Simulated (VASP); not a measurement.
# GaAs (F-43m) in VASP: further runs, part 2 of 2

VASP 6.6.1.

## 3. Single point, HSE06

Input file POSCAR:

```
GaAs
1.0
    0.0000000000      2.8330850957      2.8330850957
    2.8330850957      0.0000000000      2.8330850957
    2.8330850957      2.8330850957      0.0000000000
Ga As
1 1
Direct
    0.0000000000      0.0000000000      0.0000000000
    0.2500000000      0.2500000000      0.2500000000
```

Input file INCAR.step1:

```
SYSTEM = GaAs
PREC = Accurate
ENCUT = 520
EDIFF = 1E-5
ISMEAR = 1
SIGMA = 0.001
LREAL = .False.
LASPH = .True.
NELM = 60
ALGO = Normal
ISIF = 2
LWAVE = .True.
LCHARG = .False.
NBANDS = 16
GGA = PE
```

Input file INCAR.step2:

```
SYSTEM = GaAs
PREC = Accurate
ENCUT = 520
EDIFF = 1E-6
ISMEAR = 1
SIGMA = 0.001
LREAL = .False.
LASPH = .True.
NELM = 60
ALGO = Normal
ISIF = 2
LWAVE = .False.
LCHARG = .False.
GGA = PE
LHFCALC = .True.
HFSCREEN = 0.2079
PRECFOCK = Normal
NBANDS = 16
ISTART = 1
```

Input file KPOINTS:

```
Automatic mesh
0
Gamma
  4 4 4
  0 0 0
```

Potentials or basis: VASP PAW PBE potentials, release 64 (Ga_d, As).

Started as:

```bash
> cat potpaw_PBE.64/Ga_d/POTCAR potpaw_PBE.64/As/POTCAR > POTCAR
> cp INCAR.step1 INCAR
> mpirun -np 1 vasp_std > vasp.out
> cp INCAR.step2 INCAR
> mpirun -np 1 vasp_std > vasp.out
```

OUTCAR:

```text
SYSTEM = GaAs
   PREC = Accurate
   ENCUT = 520
   EDIFF = 1E-6
   ISMEAR = 1
   LREAL = .False.
   LASPH = .True.
   NELM = 60
   ISIF = 2
   GGA = PE
   LHFCALC = .True.
   HFSCREEN = 0.2079
   PRECFOCK = Normal
   ISTART = 1

 ion  position               nearest neighbor table
   1  0.000  0.000  0.000-   2 2.45   2 2.45   2 2.45   2 2.45
   2  0.250  0.250  0.250-   1 2.45   1 2.45   1 2.45   1 2.45

  LATTYP: Found a face centered cubic cell.
 ALAT       =     5.6661701914

  Lattice vectors:

 A1 = (   0.0000000000,   2.8330850957,   2.8330850957)
 A2 = (   2.8330850957,   0.0000000000,   2.8330850957)
 A3 = (   2.8330850957,   2.8330850957,   0.0000000000)

Analysis of symmetry for initial positions (statically):
=====================================================================
 Subroutine PRICEL returns:
 Original cell was already a primitive cell.

 Routine SETGRP: Setting up the symmetry group for a
 face centered cubic supercell.

 Subroutine GETGRP returns: Found 24 space group operations
 (whereof 24 operations were pure point group operations)
 out of a pool of 48 trial point group operations.

[... 151 lines left out ...]

  energy without entropy =       -9.71383600  energy(sigma->0) =       -9.71383600

 E-fermi :   3.5097     XC(G=0):  -7.9247

 val. band max:        3.4583245003   @ k =   0.0000   0.0000   0.0000
 cond. band min:       4.8721858724   @ k =   0.0000   0.0000   0.0000
 fundamental gap:      1.4138613721
 Fermi energy:         3.5097284098

 k-point     1 :       0.0000    0.0000    0.0000
  band No.  band energies     occupation
      1     -13.9192      2.00000
      2     -13.9192      2.00000
      3     -13.9192      2.00000
      4     -13.8399      2.00000
      5     -13.8399      2.00000
      6     -10.4247      2.00000
[... 129 lines left out ...]
      3     -13.8789      2.00000
      4     -13.8501      2.00000
      5     -13.8365      2.00000
      6      -7.6503      2.00000
[... 8 lines left out ...]
     15      16.8705      0.00000
     16      17.9173      0.00000

------------------------ aborting loop because EDIFF is reached ----------------------------------------

  FORCE on cell =-STRESS in cart. coord.  units (eV):
  Direction    XX          YY          ZZ          XY          YZ          ZX
  --------------------------------------------------------------------------------------
  -------------------------------------------------------------------------------------
  Total        0.2200917      0.2200917      0.2200917      0.0000000      0.0000000      0.0000000
  in kB        7.7536354      7.7536354      7.7536354      0.0000000      0.0000000      0.0000000
  external PRESSURE =       7.7536354 kB  Pullay stress =       0.0000000 kB

 VOLUME and BASIS-vectors are now :
 -----------------------------------------------------------------------------
  energy-cutoff  :      520.00
  volume of cell :       45.48
      direct lattice vectors                 reciprocal lattice vectors
     0.000000000  2.833085096  2.833085096    -0.176486051  0.176486051  0.176486051
     2.833085096  0.000000000  2.833085096     0.176486051 -0.176486051  0.176486051
     2.833085096  2.833085096  0.000000000     0.176486051  0.176486051 -0.176486051

 POSITION                                       TOTAL-FORCE (eV/Angst)
 -----------------------------------------------------------------------------------
      0.00000      0.00000      0.00000         0.000000      0.000000     -0.000000
      1.41654      1.41654      1.41654        -0.000000     -0.000000      0.000000
 -----------------------------------------------------------------------------------
    total drift:                               -0.000058     -0.000070     -0.000048

  FREE ENERGIE OF THE ION-ELECTRON SYSTEM (eV)
  ---------------------------------------------------
  free  energy   TOTEN  =        -9.7138360010 eV

  energy  without entropy=       -9.7138360010  energy(sigma->0) =       -9.71383600
```

OUTCAR.step1:

```text
SYSTEM = GaAs
   PREC = Accurate
   ENCUT = 520
   EDIFF = 1E-5
   ISMEAR = 1
   LREAL = .False.
   LASPH = .True.
[... 355 lines left out ...]
      0.00000      0.00000      0.00000         0.000000      0.000000      0.000000
      1.41654      1.41654      1.41654        -0.000000     -0.000000     -0.000000
 -----------------------------------------------------------------------------------
    total drift:                                0.000002      0.000002      0.000002

  FREE ENERGIE OF THE ION-ELECTRON SYSTEM (eV)
  ---------------------------------------------------
  free  energy   TOTEN  =        -8.0796609795 eV

  energy  without entropy=       -8.0796609795  energy(sigma->0) =       -8.07966098
```

Run time: 6.1 min. Hardware: 1 thread of Intel Xeon 6975P-C (Granite Rapids), shared host; peak memory 0.27 GiB.

What came out:

* Free energy: -9.7138 eV
* Pressure: 0.8 GPa
* Band gap on the k mesh: 1.41 eV, direct

Caveat: the k points lie up to 0.48 Å⁻¹ apart; the PAW data sets were made with another functional, which shifts forces and pressure a little.
